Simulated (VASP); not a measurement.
Set up this calculation in VASP 6.6.1, as the native input.

```yaml
Task: single point
Functional: PBE
Potentials_or_basis: VASP PAW PBE potentials, release 64 (Ti_sv, H)
Cutoff: 520 eV
k_mesh: 12 × 12 × 12
Occupations: gaussian, width 0.1 eV
Spin: no spin polarisation
Dipole_correction: no
Further_INCAR_settings: ALGO = Normal; EDIFF = 1e-06; NBANDS = 18
```

The structure of TiH6 lies in POSCAR:

```
TiH6
1.0
    3.2638202786      0.0000000000      0.0000000000
    0.0000000000      3.2638202786      0.0000000000
    0.0000000000      0.0000000000      3.2638202786
Ti H
1 6
Direct
    0.0000000000      0.0000000000      0.0000000000
    0.5000000000      0.5000000000      0.1443473853
    0.5000000000      0.5000000000      0.8556526147
    0.1443473853      0.5000000000      0.5000000000
    0.8556526147      0.5000000000      0.5000000000
    0.5000000000      0.1443473853      0.5000000000
    0.5000000000      0.8556526147      0.5000000000
```

The input as run:

INCAR

```
ALGO = Normal ; EDIFF = 1E-6
ENCUT = 520 ; GGA = PE
ISIF = 2 ; ISMEAR = 0
LASPH = True ; LCHARG = True
LELF = True ; LREAL = False
LVHAR = True ; LWAVE = False
NBANDS = 18 ; NELM = 100
PREC = Accurate ; SIGMA = 0.1
```

KPOINTS

```
k-points
0
Gamma
  12 12 12
```

Potentials or basis: VASP PAW PBE potentials, release 64 (Ti_sv, H).

Launch:

```console
$ cat potpaw_PBE.64/Ti_sv/POTCAR potpaw_PBE.64/H/POTCAR > POTCAR
$ mpirun -np 1 vasp_std > vasp.out
```

Results of the run:

| Property | Result |
| --- | --- |
| Pressure | -0.3 GPa |
| Band gap on the k mesh | zero (band 9 reaches 8.64 eV, above the bottom of band 10 at 5.89 eV) |

Wall time 15 s on 1 thread of Intel(R) Xeon(R) 6975P-C (Granite Rapids), with other jobs on the host, peak memory 0.17 GiB.
